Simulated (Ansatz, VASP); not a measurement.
## ZnCu2 in VASP and in Ansatz

INCAR

```
SYSTEM = ZnCu2
PREC = Accurate
ENCUT = 520
EDIFF = 1E-6
ISMEAR = -1
SIGMA = 0.08
LREAL = .False.
LASPH = .True.
NELM = 60
ALGO = Normal
ISIF = 2
LWAVE = .False.
LCHARG = .False.
LDIPOL = .True.
IDIPOL = 3
DIPOL = 0.5 0.5 0.500
GGA = CA
NBANDS = 24
```

KPOINTS

```
Automatic mesh
0
Gamma
  15 15 1
  0 0 0
```

Contents of POSCAR:

```
ZnCu2
1.0
    2.4874897871      0.0000000000      0.0000000000
    0.0000000000      2.4874897871      0.0000000000
    0.0000000000      0.0000000000     19.5178000000
Cu Zn
2 1
Direct
    0.0000000000      0.0000000000      0.4122684683
    0.0000000000      0.0000000000      0.5877317224
    0.5000000000      0.5000000000      0.4999998093
```

Input for Ansatz:

```yaml
crystal:
  lattice:
    - [2.4874897871, 0.0, 0.0]
    - [0.0, 2.4874897871, 0.0]
    - [0.0, 0.0, 19.5178]
  atoms:
    - { symbol: Cu, position: [0.0, 0.0, 0.4122684683] }
    - { symbol: Zn, position: [0.5, 0.5, 0.4999998093] }
    - { symbol: Cu, position: [0.0, 0.0, 0.5877317224] }
kpoints:
  mp_grid: { grid: [15, 15, 1] }
scf:
  occupations: { method: fermi_dirac, width: 0.08 }
hamiltonian:
  xc: lda
  pseudopotentials: { kind: all_electron, lapw: { basis_error: 0.001 } }
output:
  forces: true
  stress: true
  eigenvalues: true
efield:
  axis: 3
  amplitude: 0
  dipole_correction: true
```

Alike in both runs: task single point; functional LDA; k mesh 15 × 15 × 1; occupations fermi-dirac, width 0.08 eV; no spin polarisation.

```csv
,VASP,Ansatz
version,VASP 6.6.1,Ansatz 0.2.0
potentials or method,"VASP PAW LDA potentials, release 64 (Cu, Zn), cutoff 520 eV","all-electron LAPW, scalar-relativistic"
```

```csv
,VASP,Ansatz,Ansatz less VASP
rms of the force components (eV/Å),0.197,0.168,-0.0290
```

LDA's correlation is that of Perdew and Zunger in VASP and of Perdew and Wang (1992) in Ansatz. Ansatz ran all-electron here, and VASP with PAW potentials.
